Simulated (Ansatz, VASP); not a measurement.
KMgF3: VASP beside Ansatz

```xyz
5
Lattice="4.0940 0.0000 0.0000 0.0000 4.0940 0.0000 0.0000 0.0000 4.0940" Properties=species:S:1:pos:R:3 pbc="T T T"
K     0.0000    0.0000    0.0000
Mg    2.0470    2.0470    2.0470
F     2.0470    2.0470    0.0000
F     2.0470    0.0000    2.0470
F     0.0000    2.0470    2.0470
```

Alike in both runs: task single point; functional PBE; k mesh 6 × 6 × 6; no spin polarisation.

|  | VASP | Ansatz |
| --- | --- | --- |
| version | VASP 6.6.1 | Ansatz 0.2.0 |
| potentials or method | VASP PAW PBE potentials, release 64 (K_sv, Mg, F) | plane waves, PAW |
| plane-wave cutoff (eV) | 520 | 420 |
| occupations | gaussian, width 0.01 eV | fixed |
| valence electrons in the cell | 32 | 40 |

Ansatz gave:

```
gap on the k mesh at the Fermi level (eV) : 6.75
pressure (GPa)                            : -1.8
```

Estimate VASP's values.

gap on the k mesh at the Fermi level (eV): 6.72; pressure (GPa): -2.2.

VASP's potentials hold 32 valence electrons a cell and Ansatz's 40, so a difference there can come from the potentials and not from the codes.
